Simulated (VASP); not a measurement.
Crystal: KBaI3.

```
K Ba I
1.0
     6.58481    0.00000    0.00000
     0.00000    6.58481    0.00000
     0.00000    0.00000    6.58481
K Ba I
1 1 3
Direct
  0.00000 0.00000 0.00000
  0.50000 0.50000 0.50000
  0.50000 0.50000 0.00000
  0.50000 0.00000 0.50000
  0.00000 0.50000 0.50000
```

This cell differs from its parent crystal: strain -2.0%.

Base run:

* Program: VASP 6.6.1
* Functional: r2SCAN
* Potentials or basis: VASP PAW PBE potentials, release 64 (K_sv, Ba_sv, I)
* Cutoff: 550 eV
* k mesh: 4 × 4 × 4
* Occupations: gaussian, width 0.01 eV
* Spin: no spin polarisation

Its results: band gap on the k mesh 3.78 eV (least direct gap 3.92 eV); pressure 1.0 GPa.

**Question.** The run is repeated on the same cell with these changes: functional from r2SCAN to HSE06; cutoff from 550 eV to 400 eV; k mesh from 4 × 4 × 4 to 2 × 2 × 2. What comes out?

**Answer.** Band gap on the k mesh 4.06 eV (least direct gap 4.23 eV); pressure 1.2 GPa.

Several settings changed at once.

Caveats: some runs use coarse meshes; the PAW data sets were made with another functional, which shifts forces and pressure a little; spin-orbit coupling is left out, which moves the levels of the heavy elements.

A k mesh can miss the band edges.
